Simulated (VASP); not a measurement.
# AlRu (Pmm2) in VASP: further runs, part 2 of 2

VASP 6.6.1. Earlier steps stand in the parts before.

## Step 4: Single point, PBEsol (atoms displaced along several vibrational modes)

The input, INCAR:

```
SYSTEM = AlRu
PREC     = Accurate       ! precision mode
ENCUT    = 520            ! plane-wave cutoff, eV
EDIFF    = 1E-7           ! SCF threshold, eV
ISMEAR   = 0              ! smearing method
SIGMA    = 0.15           ! smearing width, eV
LREAL    = .False.        ! projectors in reciprocal space
LASPH    = .True.         ! aspherical terms in the spheres
NELM     = 100            ! most SCF steps
ALGO     = Fast           ! electronic algorithm
ISIF     = 2              ! what is computed and relaxed
LWAVE    = .False.        ! write WAVECAR
LCHARG   = .False.        ! write CHGCAR
GGA      = PS             ! functional
NBANDS   = 25             ! bands
```

The input, KPOINTS:

```
Automatic mesh
0
Gamma
  16 16 8
  0 0 0
```

The input, POSCAR:

```
AlRu
1.0
    2.9763250904      0.0000000000      0.0000000000
    0.0000000000      2.9763250904      0.0000000000
    0.0000000000      0.0000000000      5.9526501809
Al Ru
2 2
Direct
    0.0000000000      0.0000000000     -0.0049053781
    0.0000000000      0.0000000000      0.5049053781
    0.4741291701      0.5000000000      0.2500000000
    0.5258708299      0.5000000000      0.7500000000
```

Potentials or basis: VASP PAW PBE potentials, release 64 (Al, Ru_pv).

Launch:

```
cat potpaw_PBE.64/Al/POTCAR potpaw_PBE.64/Ru_pv/POTCAR > POTCAR
mpirun -np 1 vasp_std > vasp.out
```

OUTCAR:

```text
SYSTEM = AlRu
   PREC = Accurate
   ENCUT = 520
   EDIFF = 1E-7
   ISMEAR = 0
   LREAL = .False.
   LASPH = .True.
   NELM = 100
   ISIF = 2
   GGA = PS

 ion  position               nearest neighbor table
   1  0.000  0.000  0.995-   4 2.52   4 2.52   3 2.55   3 2.55   4 2.61   4 2.61   3 2.64   3 2.64
                             2 2.92   2 3.03
   2  0.000  0.000  0.505-   4 2.52   4 2.52   3 2.55   3 2.55   4 2.61   4 2.61   3 2.64   3 2.64
                             1 2.92   1 3.03
   3  0.474  0.500  0.250-   1 2.55   2 2.55   1 2.55   2 2.55   1 2.64   2 2.64   1 2.64   2 2.64
                             4 2.98   4 2.98
   4  0.526  0.500  0.750-   1 2.52   2 2.52   1 2.52   2 2.52   1 2.61   2 2.61   1 2.61   2 2.61
                             3 2.98   3 2.98

  LATTYP: Found a simple tetragonal cell.
 ALAT       =     2.9763250904
 C/A-ratio  =     2.0000000000

  Lattice vectors:

 A1 = (   2.9763250904,   0.0000000000,   0.0000000000)
 A2 = (   0.0000000000,   2.9763250904,   0.0000000000)
 A3 = (   0.0000000000,   0.0000000000,   5.9526501809)

Analysis of symmetry for initial positions (statically):
=====================================================================
 Subroutine PRICEL returns:
 Original cell was already a primitive cell.

 Routine SETGRP: Setting up the symmetry group for a
 simple tetragonal supercell.

 Subroutine GETGRP returns: Found  4 space group operations
 (whereof  2 operations were pure point group operations)
 out of a pool of 16 trial point group operations.

The static configuration has the point symmetry C_1h.
 The point group associated with its full space group is C_2v.

Analysis of symmetry for dynamics (positions and initial velocities):
=====================================================================
 Subroutine PRICEL returns:
 Original cell was already a primitive cell.

 Routine SETGRP: Setting up the symmetry group for a
 simple tetragonal supercell.

 Subroutine GETGRP returns: Found  4 space group operations
 (whereof  2 operations were pure point group operations)
 out of a pool of 16 trial point group operations.

The dynamic configuration has the point symmetry C_1h.
 The point group associated with its full space group is C_2v.

 Subroutine INISYM returns: Found  4 space group operations
 (whereof  2 operations are pure point group operations),
 and found     1 'primitive' translations

----------------------------------------------------------------------------------------

                                     Primitive cell

  volume of cell :      52.7316

  direct lattice vectors                    reciprocal lattice vectors
     2.976325090  0.000000000  0.000000000     0.335984803  0.000000000  0.000000000
     0.000000000  2.976325090  0.000000000     0.000000000  0.335984803  0.000000000
     0.000000000  0.000000000  5.952650181     0.000000000  0.000000000  0.167992402

  length of vectors
     2.976325090  2.976325090  5.952650181     0.335984803  0.335984803  0.167992402

  position of ions in fractional coordinates (direct lattice)
     0.000000000  0.000000000  0.995094622
     0.000000000  0.000000000  0.504905378
     0.474129170  0.500000000  0.250000000
     0.525870830  0.500000000  0.750000000

  ion indices of the primitive-cell ions
   primitive index   ion index
                 1           1
                 2           2
[... 31 lines left out ...]
  0.000000  0.000000  0.000000      1.000000
  0.062500  0.000000  0.000000      2.000000
  0.000000  0.062500  0.000000      2.000000
  0.125000  0.000000  0.000000      2.000000
  0.000000  0.125000  0.000000      2.000000
  0.187500  0.000000  0.000000      2.000000
[... 16 lines left out ...]
  0.250000  0.062500  0.000000      4.000000
 -0.062500  0.250000  0.000000      4.000000
 [... further k-points ...]
   k-points           NKPTS =    405   k-points in BZ     NKDIM =    405   number of bands    NBANDS=     25
   number of dos      NEDOS =    301   number of ions     NIONS =      4
   total plane-waves  NPLWV =  27648
   dimension x,y,z NGX =    24 NGY =   24 NGZ =   48
   dimension x,y,z NGXF=    48 NGYF=   48 NGZF=   96
   ions per type =               2   2
   NGX,Y,Z   is equivalent  to a cutoff of  13.41, 13.41, 13.41 a.u.
   NGXF,Y,Z  is equivalent  to a cutoff of  26.81, 26.81, 26.81 a.u.
 SYSTEM =  AlRu
   PREC   = accura    normal or accurate (medium, high low for compatibility)
   ISTART =      0    job   : 0-new  1-cont  2-samecut
   ICHARG =      2    charge: 1-file 2-atom 10-const
   ISPIN  =      1    spin polarized calculation?
   LNONCOLLINEAR =      F non collinear calculations
   LSORBIT =      F    spin-orbit coupling
   LASPH  =      T    aspherical Exc in radial PAW
   ENCUT  =  520.0 eV  38.22 Ry    6.18 a.u.   5.53  5.53 11.07*2*pi/ulx,y,z
   NELM   =    100;   NELMIN=  2; NELMDL= -5     # of ELM steps
   EDIFF  = 0.1E-06   stopping-criterion for ELM
   LREAL  =      F    real-space projection
   EDIFFG = 0.1E-05   stopping-criterion for IOM
   NSW    =      0    number of steps for IOM
   IBRION =     -1    ionic relax: 0-MD 1-quasi-New 2-CG
   NFREE  =      0    steps in history (QN), initial steepest desc. (CG)
   ISIF   =      2    stress and relaxation
   ISYM   =      2    0-nonsym 1-usesym 2-fastsym
   POTIM  = 0.5000    time-step for ionic-motion
   TEBEG  =    0.0;   TEEND  =   0.0 temperature during run
   PSTRESS=    0.0 pullay stress
   NELECT =      34.0000    total number of electrons
   NUPDOWN=      -1.0000    fix difference up-down
   EMIN   =  10.00;   EMAX   =-10.00  energy-range for DOS
   EFERMI =   0.00;   METHOD = LEGACY
   ISMEAR =     0;   SIGMA  =   0.15  broadening in eV -4-tet -1-fermi 0-gaus
   EFERMI_NEDOS =   21; number of points for ismear=-14 and -15
   IALGO  =     68    algorithm
   IMIX   =      4    mixing-type and parameters
     AMIX     =   0.40;   BMIX     =  1.00
     AMIX_MAG =   1.60;   BMIX_MAG =  1.00
  volume/ion in A,a.u.               =      13.18        88.96
  Fermi-wavevector in a.u.,A,eV,Ry     =   1.414308  2.672655 27.215300  2.000268
  Thomas-Fermi vector in A             =   2.535864
   LORBIT       =      0    0 simple, 1 ext, 2 COOP (PROOUT), +10 PAW based schemes
   GGA     = PS    functional components
   LHFCALC =     F    Hartree Fock is set to
   AEXX    =    0.0000 exact exchange contribution
   IVDW    =     0    specifies the selected vdW correction
   LEPSILON=     F    determine dielectric tensor
   LRPA    =     F    only Hartree local field effects (RPA)
 non-spin polarized calculation
 RMM-DIIS sequential band-by-band and
 Gauss-broadening in eV      SIGMA  =   0.15
  energy-cutoff  :      520.00
  volume of cell :       52.73
 maximum number of plane-waves:      1447
 NGX is ok and might be reduce to    24
   NGX = 11   NGY = 11   NGZ = 23

 number of electron      33.9999994 magnetization

 Free energy of the ion-electron system (eV)
  ---------------------------------------------------
  ext. energy  EPLUGINS =         0.00000000
  ---------------------------------------------------
  free energy    TOTEN  =       -30.98489566 eV

  energy without entropy =      -30.94725956  energy(sigma->0) =      -30.96607761

 E-fermi :  10.8246     XC(G=0): -12.7641

 val. band max:       10.8206598922   @ k =  -0.0625   0.1250   0.1250
 cond. band min:      10.8246299928   @ k =  -0.1250   0.4375   0.1250
 fundamental gap:      0.0039701006
 Fermi energy:        10.8245507662

 k-point     1 :       0.0000    0.0000    0.0000
  band No.  band energies     occupation
      1     -31.1190      2.00000
      2     -30.9030      2.00000
      3     -30.8989      2.00000
      4     -30.8970      2.00000
      5     -30.8842      2.00000
      6     -30.8790      2.00000
[... 661 lines left out ...]
     24      19.0707      0.00000
     25      20.2587      0.00000

 [... further k-points ...]

------------------------ aborting loop because EDIFF is reached ----------------------------------------

  FORCE on cell =-STRESS in cart. coord.  units (eV):
  Direction    XX          YY          ZZ          XY          YZ          ZX
  --------------------------------------------------------------------------------------
  -------------------------------------------------------------------------------------
  Total        0.1690954      0.2608252      0.2803462      0.0000000      0.0000000      0.0000000
  in kB        5.1377291      7.9248126      8.5179319      0.0000000      0.0000000      0.0000000
  external PRESSURE =       7.1934912 kB  Pullay stress =       0.0000000 kB

 VOLUME and BASIS-vectors are now :
 -----------------------------------------------------------------------------
  energy-cutoff  :      520.00
  volume of cell :       52.73
      direct lattice vectors                 reciprocal lattice vectors
     2.976325090  0.000000000  0.000000000     0.335984803  0.000000000  0.000000000
     0.000000000  2.976325090  0.000000000     0.000000000  0.335984803  0.000000000
     0.000000000  0.000000000  5.952650181     0.000000000  0.000000000  0.167992402

 POSITION                                       TOTAL-FORCE (eV/Angst)
 -----------------------------------------------------------------------------------
      0.00000      0.00000      5.92345         0.056252      0.000000      0.335590
      0.00000      0.00000      3.00553         0.056252      0.000000     -0.335590
      1.41116      1.48816      1.48816         0.709594      0.000000      0.000000
      1.56516      1.48816      4.46449        -0.822097      0.000000      0.000000
 -----------------------------------------------------------------------------------
    total drift:                                0.000030      0.000000      0.000000

  FREE ENERGIE OF THE ION-ELECTRON SYSTEM (eV)
  ---------------------------------------------------
  free  energy   TOTEN  =       -30.9848956647 eV

  energy  without entropy=      -30.9472595595  energy(sigma->0) =      -30.96607761
```

Wall time 8.7 min (1 thread of Intel Xeon 8259CL, shared host); peak memory 0.52 GiB.

What came out:

* Free energy: -30.9849 eV
* Pressure: 0.7 GPa
* Largest force: 0.822 eV/Å
* Band gap on the k mesh: zero (bands 17 and 18 overlap by 2.92 eV)

Forces in eV/Å, atoms in the order of the input:
```
Al   0.056  0.000  0.336
Al   0.056  0.000 -0.336
Ru   0.710  0.000  0.000
Ru  -0.822  0.000  0.000
```

Levels at points of the mesh, in eV from the Fermi level:
| k point | band 13 | band 14 | band 15 | band 16 | band 17 | band 18 | band 19 | band 20 | band 21 | band 22 |
| --- | --- | --- | --- | --- | --- | --- | --- | --- | --- | --- |
| (0.00, 0.00, 0.00) | -1.65 | -1.60 | 0.13 | 0.17 | 0.18 | 0.44 | 2.28 | 6.14 | 6.14 | 6.24 |
| (0.50, 0.00, 0.00) | -1.65 | -1.35 | -1.20 | -1.19 | -1.17 | 0.42 | 1.52 | 2.35 | 5.29 | 6.40 |
| (0.00, 0.50, 0.00) | -1.66 | -1.40 | -1.33 | -1.20 | -1.17 | 0.42 | 1.53 | 2.32 | 5.34 | 6.43 |
| (0.50, 0.50, 0.00) | -1.38 | -1.27 | -1.23 | 1.55 | 1.65 | 1.66 | 2.77 | 4.08 | 4.12 | 4.16 |
| (0.00, 0.00, 0.50) | -0.92 | -0.89 | -0.84 | -0.82 | 0.26 | 0.36 | 3.15 | 3.20 | 7.81 | 7.99 |
| (0.50, 0.00, 0.50) | -1.59 | -1.52 | -1.47 | -1.36 | -0.52 | -0.44 | 2.16 | 2.19 | 7.06 | 7.21 |
| (0.00, 0.50, 0.50) | -1.80 | -1.64 | -1.43 | -1.28 | -0.50 | -0.42 | 2.15 | 2.19 | 7.29 | 7.49 |
| (0.50, 0.50, 0.50) | -1.40 | -1.38 | 1.58 | 1.62 | 1.74 | 1.80 | 1.93 | 1.99 | 4.70 | 4.78 |

Caveat: the cell differs from its parent crystal (atoms displaced along several vibrational modes); the PAW data sets were made with another functional, which shifts forces and pressure a little.

## Step 5: The runs side by side

```csv
cell,further INCAR settings,gap on the mesh (eV),pressure (GPa),largest force (eV/Å)
"as given, atomic positions A",ALGO = Fast; EDIFF = 1e-06; NBANDS = 25,none,0.3,0.50
"as given, atomic positions B",ALGO = Fast; EDIFF = 1e-06; NBANDS = 25,none,0.5,0.67
"as given, atomic positions C",ALGO = Fast; EDIFF = 1e-07; NBANDS = 25,none,0.7,0.82
```

Alike in all rows: task single point; level PBEsol; potentials or basis VASP PAW PBE potentials, release 64 (Al, Ru_pv); no spin polarisation; k mesh 16 × 16 × 8; cutoff (eV) 520; smearing gaussian 0.15 eV.

Caveats: the PAW data sets were made with another functional, which shifts forces and pressure a little.

Total energies depend on the potentials used, so only differences within one code and one set of settings carry meaning.
